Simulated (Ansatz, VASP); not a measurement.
## One calculation of N, two programs

```xyz
4
Lattice="3.3706 0.0000 0.0000 -1.6853 2.9190 0.0000 0.0000 0.0000 7.1937" Properties=species:S:1:pos:R:3 pbc="T T T"
N     0.0000    1.9460    2.3452
N     0.0000    1.9460    1.2517
N     1.6853    0.9730    5.9420
N     1.6853    0.9730    4.8485
```

Change from the starting cell: hydrostatic strain -5.9%.

Alike in both runs: task single point; functional HSE06; k mesh 6 × 6 × 2; no spin polarisation.

|  | VASP | Ansatz |
| --- | --- | --- |
| version | VASP 6.6.1 | Ansatz 0.2.0 |
| potentials or method | VASP PAW PBE potentials, release 64 (N) | plane waves, PAW |
| plane-wave cutoff (eV) | 520 | 420 |
| occupations | gaussian, width 0.01 eV | fixed |
| valence electrons in the cell | 20 | 20 |

Ansatz gave:

| Item | Value |
| --- | --- |
| gap on the k mesh at the Fermi level (eV) | 8.90 |
| pressure (GPa) | 0.8 |
| traceless stress, the component that is largest in VASP (GPa) | -3.00 |
| rms of the force components (eV/Å) | 0.493 |

**Question.** What did VASP give for the same quantities?

**Answer.** gap on the k mesh at the Fermi level (eV): 8.83; pressure (GPa): 4.2; traceless stress, the component that is largest in VASP (GPa): 4.50; rms of the force components (eV/Å): 0.844.

Atom by atom the forces differ by 1.337 eV/Å (rms over components). Ansatz's warnings: stress exchange threshold loose, stress scf threshold loose.

The k mesh is coarse, so the values compare programs but aren't converged. Noted on VASP's run: the standard files for N, O and F lose accuracy on very short bonds.
